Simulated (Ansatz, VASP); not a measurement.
**Two plane-wave programs on Ge**

```
Ge
1.0
     3.79100    0.00000    0.00000
    -1.89550    3.28310    0.00000
     0.00000    0.00000   28.00000
Ge
2
Direct
  0.33333 0.66667 0.51298
  0.66667 0.33333 0.48702
```

Alike in both runs: task single point; functional PBE; k mesh 12 × 12 × 1; occupations gaussian, width 0.1 eV; no spin polarisation.

|  | VASP | Ansatz |
| --- | --- | --- |
| version | VASP 6.6.1 | Ansatz 0.2.0 |
| potentials or method | VASP PAW PBE potentials, release 64 (Ge_d), cutoff 520 eV | scalar-relativistic, plane waves, PAW |
| valence electrons in the cell | 28 | 28 |

VASP gave:

* gap on the k mesh at the Fermi level (eV): none
* rms of the force components (eV/Å): 0.232

**Question.** Which values does Ansatz return?

**Answer.** gap on the k mesh at the Fermi level (eV): none; rms of the force components (eV/Å): 0.237.

Atom by atom the forces differ by 0.004 eV/Å (rms over components). A gap of «none» marks a metal or a gap that the smearing closes.
